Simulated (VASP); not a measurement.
Wanted: the native input for a VASP 6.6.1 run.

| Quantity | Value |
| --- | --- |
| Task | single point |
| Functional | PBEsol |
| Potentials or basis | VASP PAW PBE potentials, release 64 (Os) |
| Cutoff | 600 eV |
| k mesh | 8 × 8 × 8 |
| Occupations | fermi-dirac, width 0.05 eV |
| Spin | no spin polarisation |
| Dipole correction | no |
| Further INCAR settings | ALGO = Normal; EDIFF = 1e-06; NBANDS = 10 |

The structure of Os lies in POSCAR:

```
Os
1.0
    0.0000000000      1.9102420666      1.9102420666
    1.9102420666      0.0000000000      1.9102420666
    1.9102420666      1.9102420666      0.0000000000
Os
1
Direct
    0.0000000000      0.0000000000      0.0000000000
```

This isn't the form of Os at room conditions, which is hcp.

The input as run:

INCAR

```
SYSTEM = Os
PREC     = Accurate       ! precision mode
ENCUT    = 600            ! plane-wave cutoff, eV
EDIFF    = 1E-6           ! SCF threshold, eV
ISMEAR   = -1             ! smearing method
SIGMA    = 0.05           ! smearing width, eV
LREAL    = .False.        ! projectors in reciprocal space
LASPH    = .True.         ! aspherical terms in the spheres
NELM     = 120            ! most SCF steps
ALGO     = Normal         ! electronic algorithm
ISIF     = 2              ! what is computed and relaxed
LWAVE    = .False.        ! write WAVECAR
LCHARG   = .True.         ! write CHGCAR
GGA      = PS             ! functional
LELF     = .True.         ! ELF
LVHAR    = .True.       
NBANDS   = 10             ! bands
GGA_COMPAT= .False.
```

KPOINTS

```
Automatic mesh
0
Gamma
  8 8 8
  0 0 0
```

Potentials or basis: VASP PAW PBE potentials, release 64 (Os).

Run with:

```bash
$ cat potpaw_PBE.64/Os/POTCAR > POTCAR
$ mpirun -np 1 vasp_std > vasp.out
```

Results of the run:

```
Pressure               : 0.6 GPa
Band gap on the k mesh : zero (bands 4 and 5 overlap by 3.38 eV)
```

Caveat: the PAW data sets were made with another functional, which shifts forces and pressure a little; spin-orbit coupling is left out, which moves the levels of the heavy elements.

Run time: 4.6 s on 1 thread of Intel(R) Xeon(R) Platinum 8488C (Sapphire Rapids), with other jobs on the host, peak memory 0.14 GiB.
